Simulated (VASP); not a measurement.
# ZnSe (l.bB) (F-43m) in VASP: a series of runs

ZnSe (l.bB) is run at these levels: LDA; tasks: single point.

All numbers are computed with VASP 6.6.1; they aren't measurements. Logs are shortened: lines on timing, memory, paths and dates and some standing lists are left out, and cuts for length are marked.

### 1 The cell of the first run

It takes space group F-43m (No. 216, cubic). The conventional cell has a = 5.567 Å, b = 5.567 Å, c = 5.567 Å, α = 90.00°, β = 90.00°, γ = 90.00°. Within 3.2 Å of Zn (site symmetry -43m) lie 4 Se at 2.41 Å. Within 3.2 Å of Se (site symmetry -43m) lie 4 Zn at 2.41 Å.

### 2 Single point, LDA

Contents of INCAR:

```
  PREC = Accurate
  ENCUT = 500
  EDIFF = 1E-6
  ISMEAR = 0
  SIGMA = 0.02
  LREAL = F
  LASPH = T
  NELM = 120
  ALGO = Normal
  ISIF = 2
  LWAVE = F
  LCHARG = F
  GGA = CA
  NBANDS = 16
  GGA_COMPAT = F
```

Contents of KPOINTS:

```
Automatic mesh
0
Gamma
  8 8 8
```

Contents of POSCAR:

```
ZnSe
1.0
    0.0000000000      2.7836603605      2.7836603605
    2.7836603605      0.0000000000      2.7836603605
    2.7836603605      2.7836603605      0.0000000000
Zn Se
1 1
Direct
    0.0000000000      0.0000000000      0.0000000000
    0.2500000000      0.2500000000      0.2500000000
```

Potentials or basis: VASP PAW LDA potentials, release 64 (Zn, Se).

On the command line:

```sh
> cat potpaw_LDA.64/Zn/POTCAR potpaw_LDA.64/Se/POTCAR > POTCAR
> mpirun -np 1 vasp_std > vasp.out
```

OUTCAR:

```text
PREC = Accurate
   ENCUT = 500
   EDIFF = 1E-6
   ISMEAR = 0
   LREAL = F
   LASPH = T
   NELM = 120
   ISIF = 2
   GGA = CA

 ion  position               nearest neighbor table
   1  0.000  0.000  0.000-   2 2.41   2 2.41   2 2.41   2 2.41
   2  0.250  0.250  0.250-   1 2.41   1 2.41   1 2.41   1 2.41

  LATTYP: Found a face centered cubic cell.
 ALAT       =     5.5673207210

  Lattice vectors:

 A1 = (   0.0000000000,   2.7836603605,   2.7836603605)
 A2 = (   2.7836603605,   0.0000000000,   2.7836603605)
 A3 = (   2.7836603605,   2.7836603605,   0.0000000000)

Analysis of symmetry for initial positions (statically):
=====================================================================
 Subroutine PRICEL returns:
 Original cell was already a primitive cell.

 Routine SETGRP: Setting up the symmetry group for a
 face centered cubic supercell.

 Subroutine GETGRP returns: Found 24 space group operations
 (whereof 24 operations were pure point group operations)
 out of a pool of 48 trial point group operations.

The static configuration has the point symmetry T_d .

Analysis of symmetry for dynamics (positions and initial velocities):
=====================================================================
 Subroutine PRICEL returns:
 Original cell was already a primitive cell.

 Routine SETGRP: Setting up the symmetry group for a
 face centered cubic supercell.

 Subroutine GETGRP returns: Found 24 space group operations
 (whereof 24 operations were pure point group operations)
 out of a pool of 48 trial point group operations.

The dynamic configuration has the point symmetry T_d .

 Subroutine INISYM returns: Found 24 space group operations
 (whereof 24 operations are pure point group operations),
 and found     1 'primitive' translations

----------------------------------------------------------------------------------------

                                     Primitive cell

  volume of cell :      43.1399

  direct lattice vectors                    reciprocal lattice vectors
     0.000000000  2.783660360  2.783660360    -0.179619614  0.179619614  0.179619614
     2.783660360  0.000000000  2.783660360     0.179619614 -0.179619614  0.179619614
     2.783660360  2.783660360  0.000000000     0.179619614  0.179619614 -0.179619614

  length of vectors
     3.936690235  3.936690235  3.936690235     0.311110298  0.311110298  0.311110298

  position of ions in fractional coordinates (direct lattice)
     0.000000000  0.000000000  0.000000000
     0.250000000  0.250000000  0.250000000

[... 76 lines left out ...]
   EDIFF  = 0.1E-05   stopping-criterion for ELM
   LREAL  =      F    real-space projection
   EDIFFG = 0.1E-04   stopping-criterion for IOM
   NSW    =      0    number of steps for IOM
   IBRION =     -1    ionic relax: 0-MD 1-quasi-New 2-CG
   NFREE  =      0    steps in history (QN), initial steepest desc. (CG)
   ISIF   =      2    stress and relaxation
   ISYM   =      2    0-nonsym 1-usesym 2-fastsym
   POTIM  = 0.5000    time-step for ionic-motion
   TEBEG  =    0.0;   TEEND  =   0.0 temperature during run
   PSTRESS=    0.0 pullay stress
   NELECT =      18.0000    total number of electrons
   NUPDOWN=      -1.0000    fix difference up-down
   EMIN   =  10.00;   EMAX   =-10.00  energy-range for DOS
   EFERMI =   0.00;   METHOD = LEGACY
   ISMEAR =     0;   SIGMA  =   0.02  broadening in eV -4-tet -1-fermi 0-gaus
   EFERMI_NEDOS =   21; number of points for ismear=-14 and -15
   IALGO  =     38    algorithm
   IMIX   =      4    mixing-type and parameters
     AMIX     =   0.40;   BMIX     =  1.00
     AMIX_MAG =   1.60;   BMIX_MAG =  1.00
  volume/ion in A,a.u.               =      21.57       145.56
  Fermi-wavevector in a.u.,A,eV,Ry     =   1.223318  2.311736 20.361218  1.496507
  Thomas-Fermi vector in A             =   2.358433
   LORBIT       =      0    0 simple, 1 ext, 2 COOP (PROOUT), +10 PAW based schemes
   GGA     = CA    functional components
   LHFCALC =     F    Hartree Fock is set to
   AEXX    =    0.0000 exact exchange contribution
   IVDW    =     0    specifies the selected vdW correction
   LEPSILON=     F    determine dielectric tensor
   LRPA    =     F    only Hartree local field effects (RPA)
 non-spin polarized calculation
 Gauss-broadening in eV      SIGMA  =   0.02
  energy-cutoff  :      500.00
  volume of cell :       43.14
 maximum number of plane-waves:      1108
 NGX is ok and might be reduce to    30
   NGX = 15   NGY = 15   NGZ = 15

 number of electron      17.9999987 magnetization

 Free energy of the ion-electron system (eV)
  ---------------------------------------------------
  ext. energy  EPLUGINS =         0.00000000
  ---------------------------------------------------
  free energy    TOTEN  =        -7.37165681 eV

  energy without entropy =       -7.37165681  energy(sigma->0) =       -7.37165681

 E-fermi :   2.1093     XC(G=0):  -9.9385

 val. band max:        1.9930531650   @ k =   0.0000   0.0000   0.0000
 cond. band min:       3.2832710484   @ k =   0.0000   0.0000   0.0000
 fundamental gap:      1.2902178834
 Fermi energy:         2.1093468595

 k-point     1 :       0.0000    0.0000    0.0000
  band No.  band energies     occupation
      1     -11.6545      2.00000
      2      -4.8932      2.00000
      3      -4.8932      2.00000
      4      -4.8932      2.00000
      5      -4.4845      2.00000
      6      -4.4845      2.00000
[... 433 lines left out ...]
      3      -4.7390      2.00000
      4      -4.5255      2.00000
      5      -4.4774      2.00000
      6      -4.2454      2.00000
[... 8 lines left out ...]
     15      14.7919      0.00000
     16      15.6729      0.00000

 [... further k-points ...]

------------------------ aborting loop because EDIFF is reached ----------------------------------------

  FORCE on cell =-STRESS in cart. coord.  units (eV):
  Direction    XX          YY          ZZ          XY          YZ          ZX
  --------------------------------------------------------------------------------------
  -------------------------------------------------------------------------------------
  Total        0.1001199      0.1001199      0.1001199      0.0000000      0.0000000     -0.0000000
  in kB        3.7183674      3.7183674      3.7183674      0.0000000      0.0000000     -0.0000000
  external PRESSURE =       3.7183674 kB  Pullay stress =       0.0000000 kB

 VOLUME and BASIS-vectors are now :
 -----------------------------------------------------------------------------
  energy-cutoff  :      500.00
  volume of cell :       43.14
      direct lattice vectors                 reciprocal lattice vectors
     0.000000000  2.783660360  2.783660360    -0.179619614  0.179619614  0.179619614
     2.783660360  0.000000000  2.783660360     0.179619614 -0.179619614  0.179619614
     2.783660360  2.783660360  0.000000000     0.179619614  0.179619614 -0.179619614

 POSITION                                       TOTAL-FORCE (eV/Angst)
 -----------------------------------------------------------------------------------
      0.00000      0.00000      0.00000         0.000000      0.000000     -0.000000
      1.39183      1.39183      1.39183        -0.000000     -0.000000      0.000000
 -----------------------------------------------------------------------------------
    total drift:                               -0.000000     -0.000000      0.000000

  FREE ENERGIE OF THE ION-ELECTRON SYSTEM (eV)
  ---------------------------------------------------
  free  energy   TOTEN  =        -7.3716568090 eV

  energy  without entropy=       -7.3716568090  energy(sigma->0) =       -7.37165681
```

Run time: 17 s. Hardware: 1 thread of Intel Xeon 8259CL, shared host; peak memory 0.16 GiB.

Results:

| Property | Result |
| --- | --- |
| Free energy | -7.3717 eV |
| Pressure | 0.4 GPa |
| Band gap on the k mesh | 1.29 eV, direct |

Levels at points of the mesh, in eV from the valence-band top:
| k point | band 5 | band 6 | band 7 | band 8 | band 9 | band 10 | band 11 | band 12 | band 13 | band 14 |
| --- | --- | --- | --- | --- | --- | --- | --- | --- | --- | --- |
| (0.00, 0.00, 0.00) | -6.48 | -6.48 | 0.00 | 0.00 | 0.00 | 1.29 | 5.68 | 5.68 | 5.68 | 9.86 |
| (0.50, 0.00, 0.00) | -6.46 | -6.30 | -5.64 | -0.96 | -0.96 | 2.47 | 6.27 | 6.27 | 8.49 | 11.01 |
| (0.50, 0.50, 0.00) | -6.42 | -6.28 | -5.07 | -2.40 | -2.40 | 2.69 | 3.31 | 10.93 | 11.46 | 11.46 |

### 3 Single point, LDA

Contents of INCAR:

```
PREC = Accurate ; ENCUT = 500
EDIFF = 1E-6 ; ISMEAR = 0
SIGMA = 0.02 ; LREAL = F
LASPH = T ; NELM = 120
ALGO = Normal ; ISIF = 2
LWAVE = F ; LCHARG = F
NBANDS = 16 ; GGA_COMPAT = F
```

KPOINTS is that of step 2.

POSCAR is that of step 2.

Potentials or basis: VASP PAW LDA potentials, release 64 (Zn, Se).

On the command line:

```sh
> cat potpaw_LDA.64/Zn/POTCAR potpaw_LDA.64/Se/POTCAR > POTCAR
> mpirun -np 1 vasp_std > vasp.out
```

Run time: 18 s. Hardware: 1 thread of Intel Xeon 8259CL, shared host; peak memory 0.15 GiB.

It converged, with:

```
Free energy            : -7.3717 eV
Pressure               : 0.4 GPa
Band gap on the k mesh : 1.29 eV, direct
```

Levels at points of the mesh, in eV from the valence-band top:
| k point | band 6 | band 7 | band 8 | band 9 | band 10 | band 11 | band 12 | band 13 |
| --- | --- | --- | --- | --- | --- | --- | --- | --- |
| (0.00, 0.00, 0.00) | -6.48 | 0.00 | 0.00 | 0.00 | 1.29 | 5.68 | 5.68 | 5.68 |
| (0.50, 0.00, 0.00) | -6.30 | -5.64 | -0.96 | -0.96 | 2.47 | 6.27 | 6.27 | 8.49 |
| (0.50, 0.50, 0.00) | -6.28 | -5.07 | -2.40 | -2.40 | 2.69 | 3.31 | 10.93 | 11.46 |

A hybrid or GW would open this gap; LDA tends to underestimate it.
